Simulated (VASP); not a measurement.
Crystal: TiAl3.

```
CELL_PARAMETERS angstrom
6.04799 0.00000 0.00000
-3.02400 5.23772 0.00000
0.00000 0.00000 4.71822
ATOMIC_POSITIONS crystal
Ti 0.66667 0.33333 0.25000
Ti 0.33333 0.66667 0.75000
Al 0.17746 0.35493 0.25000
Al 0.17746 0.82254 0.25000
Al 0.64507 0.82254 0.25000
Al 0.35493 0.17746 0.75000
Al 0.82254 0.17746 0.75000
Al 0.82254 0.64507 0.75000
```

The cell was built from a structure type or drawn by symmetry, and may not be a known phase.

* Program: VASP 6.6.1
* Task: relaxation of cell and atoms
* Functional: PBE
* Potentials or basis: VASP PAW PBE potentials, release 64 (Ti_sv, Al)
* Cutoff: 600 eV
* k mesh: 3 × 3 × 4
* Occupations: gaussian, width 0.1 eV
* Spin: no spin polarisation

At the start: pressure -10.7 GPa; volume 18.68 Å³/atom.

How do energy, volume and symmetry change on relaxing?

Over 8 steps the energy falls by 181.9 meV/atom and the volume is 15.84 Å³/atom (-15.2 %); space group P6_3/mmc (No. 194, to 0.1 Å) before and after.

Step by step:
| step | energy change (eV) | largest force (eV/Å) | pressure (GPa) | volume (Å³) |
| --- | --- | --- | --- | --- |
| 1 | 0.0000 | 0.7075 | -10.67 | 149.46 |
| 2 | -1.0997 | 1.1159 | 3.10 | 124.09 |
| 3 | -1.1022 | 1.1080 | 2.35 | 124.96 |
| 4 | -1.4032 | 0.3300 | 2.87 | 123.45 |
| 5 | -1.4126 | 0.1418 | 3.22 | 123.10 |
| 6 | -1.4432 | 0.0260 | -1.74 | 128.84 |
| 7 | -1.4538 | 0.0617 | -0.17 | 126.86 |
| 8 | -1.4554 | 0.0246 | -0.05 | 126.71 |

Final structure:
```
CELL_PARAMETERS angstrom
5.59360 0.00000 0.00000
-2.79680 4.84420 0.00000
0.00000 0.00000 4.67637
ATOMIC_POSITIONS crystal
Ti 0.66667 0.33333 0.25000
Ti 0.33333 0.66667 0.75000
Al 0.16562 0.33124 0.25000
Al 0.16562 0.83438 0.25000
Al 0.66876 0.83438 0.25000
Al 0.33124 0.16562 0.75000
Al 0.83438 0.16562 0.75000
Al 0.83438 0.66876 0.75000
```

Caveat: the k points lie up to 0.43 Å⁻¹ apart in the final cell, too coarse for converged energies and pressures of a metal; the volume moved by over 15 % at a fixed basis, so the end points are rough.
